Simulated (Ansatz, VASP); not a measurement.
## Two plane-wave programs on WS2

```xyz
6
Lattice="-3.1542 0.0000 0.0000 -1.5771 -2.7316 0.0000 -0.3154 0.0000 12.1399" Properties=species:S:1:pos:R:3 pbc="T T T"
W    -1.5771   -0.9105    3.0350
W    -3.1542   -1.8211    9.1049
S    -1.5771   -0.9105    7.5302
S    -3.1542   -1.8211    1.4603
S    -1.5771   -0.9105   10.6796
S    -3.1542   -1.8211    4.6097
```

Alike in both runs: task single point; functional PBE; dispersion D3(BJ); k mesh 10 × 10 × 3; occupations gaussian, width 0.05 eV; no spin polarisation.

```csv
,VASP,Ansatz
version,VASP 6.6.1,Ansatz 0.2.0
potentials or method,"VASP PAW PBE potentials, release 64 (W_sv, S), cutoff 520 eV","scalar-relativistic, plane waves, PAW"
valence electrons in the cell,52,52
```

|  | VASP | Ansatz | Ansatz less VASP |
| --- | --- | --- | --- |
| gap on the k mesh at the Fermi level (eV) | 0.97 | 0.95 | -0.018 |
| least direct gap on the mesh (eV) | 2.15 | 2.15 | -0.002 |
| pressure (GPa) | 0.0 | 0.0 | +0.03 |
| traceless stress, the component that is largest in VASP (GPa) | 0.33 | 0.33 | +0.001 |
| rms of the force components (eV/Å) | 0.018 | 0.018 | +0.0003 |

Atom by atom the forces differ by 0.001 eV/Å (rms over components).

Spin-orbit coupling is off throughout.
